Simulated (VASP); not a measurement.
Crystal: TiO2.

```
CELL_PARAMETERS angstrom
5.69387 0.00000 0.00000
-2.84693 4.93103 0.00000
0.00000 0.00000 6.08247
ATOMIC_POSITIONS crystal
Ti 0.46694 0.00000 0.33333
Ti 0.00000 0.46694 0.66667
Ti 0.53306 0.53306 0.00000
O 0.58107 0.85143 0.12066
O 0.72963 0.14857 0.54600
O 0.27037 0.41893 0.78733
O 0.85143 0.58107 0.87934
O 0.14857 0.72963 0.45400
O 0.41893 0.27037 0.21267
```

| Item | Value |
| --- | --- |
| Program | VASP 6.6.1 |
| Task | relaxation of the atoms |
| Functional | PBE |
| Potentials or basis | VASP PAW PBE potentials, release 64 (Ti_sv, O) |
| Cutoff | 520 eV |
| k mesh | 5 × 5 × 4 |
| Occupations | fermi-dirac, width 0.05 eV |
| Spin | no spin polarisation |

At the start: pressure -2.7 GPa; volume 18.98 Å³/atom.

Q: Where does the relaxation end?

A: Over 12 steps the energy falls by 6.2 meV/atom at a fixed cell; space group P3_121 (No. 152, to 0.1 Å) before and after.

Step by step:
```tsv
step	energy change (eV)	largest force (eV/Å)	pressure (GPa)
1	0.0000	0.3016	-2.72
2	-0.0206	0.1927	-2.05
3	-0.0274	0.3008	-1.37
4	-0.0393	0.1116	-0.74
5	-0.0407	0.0978	-0.43
6	-0.0430	0.0883	-0.32
7	-0.0486	0.0618	-0.03
8	-0.0538	0.0957	0.53
9	-0.0542	0.1148	0.57
10	-0.0550	0.0351	0.55
11	-0.0554	0.0167	0.50
12	-0.0554	0.0098	0.45
```

Final structure:
```yaml
crystal:
  lattice:
    - [5.69387, 0.00000, 0.00000]
    - [-2.84693, 4.93103, 0.00000]
    - [0.00000, 0.00000, 6.08247]
  atoms:
    - { symbol: Ti, position: [0.47308, 0.00000, 0.33333] }
    - { symbol: Ti, position: [0.00000, 0.47308, 0.66667] }
    - { symbol: Ti, position: [0.52692, 0.52692, 0.00000] }
    - { symbol: O, position: [0.57861, 0.83830, 0.12853] }
    - { symbol: O, position: [0.74031, 0.16170, 0.53814] }
    - { symbol: O, position: [0.25969, 0.42139, 0.79520] }
    - { symbol: O, position: [0.83830, 0.57861, 0.87147] }
    - { symbol: O, position: [0.16170, 0.74031, 0.46186] }
    - { symbol: O, position: [0.42139, 0.25969, 0.20480] }
```
